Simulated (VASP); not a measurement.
**Be2C: single point with r2SCAN+rVV10**

The system is Be2C.

```
Be C
1.0
     0.00000    2.15915    2.15915
     2.15915    0.00000    2.15915
     2.15915    2.15915    0.00000
Be C
2 1
Direct
  0.25000 0.25000 0.25000
  0.75000 0.75000 0.75000
  0.00000 0.00000 0.00000
```

| Quantity | Value |
| --- | --- |
| Program | VASP 6.6.1 |
| Task | single point |
| Functional | r2SCAN |
| Dispersion | rVV10 |
| Potentials or basis | VASP PAW PBE potentials, release 64 (Be, C) |
| Cutoff | 660 eV |
| k mesh | 8 × 8 × 8 |
| Occupations | gaussian, width 0.01 eV |
| Spin | no spin polarisation |
| Dipole correction | no |
| Further INCAR settings | ALGO = Normal; EDIFF = 1e-06; NBANDS = 11 |

```
Pressure               : 0.9 GPa
Band gap on the k mesh : 1.50 eV (least direct gap 4.62 eV)
```

Levels at points of the mesh, in eV from the valence-band top:
```tsv
k point	band 1	band 2	band 3	band 4	band 5	band 6	band 7	band 8
(0.00, 0.00, 0.00)	-16.00	0.00	0.00	0.00	4.62	4.62	4.62	7.46
(0.50, 0.00, 0.00)	-13.02	-9.13	-1.91	-1.91	5.53	5.53	7.63	10.81
(0.50, 0.50, 0.00)	-12.20	-7.16	-4.94	-4.94	1.50	6.21	14.47	14.47
```

It took 120 s on 1 thread of Intel Xeon 8259CL, with other jobs on the host, peak memory 0.26 GiB.

Caveat: the PAW data sets were made with another functional, which shifts forces and pressure a little. A k mesh can miss the band edges.
